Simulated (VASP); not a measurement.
Input of a VASP 6.6.1 run:

Contents of INCAR:

```
SYSTEM = Cu
PREC = Accurate ; ENCUT = 520
EDIFF = 1E-6 ; ISMEAR = -1
SIGMA = 0.1 ; LREAL = .FALSE.
LASPH = .TRUE. ; NELM = 60
ALGO = Normal ; ISIF = 2
LWAVE = .FALSE. ; LCHARG = .FALSE.
GGA = PE ; NBANDS = 12
```

Contents of KPOINTS:

```
Automatic mesh
0
G
  25 25 25
  0 0 0
```

POSCAR

```
Cu
1.0
   -1.4028150147      1.4028150147      1.4028150147
    1.4028150147     -1.4028150147      1.4028150147
    1.4028150147      1.4028150147     -1.4028150147
Cu
1
Direct
    0.0000000000      0.0000000000      0.0000000000
```

Potentials or basis: VASP PAW PBE potentials, release 64 (Cu).

The run is started by

```bash
$ cat potpaw_PBE.64/Cu/POTCAR > POTCAR
$ mpirun -np 1 vasp_std > vasp.out
```

Problem. Estimate the pressure.

Solution. 14.9 GPa.
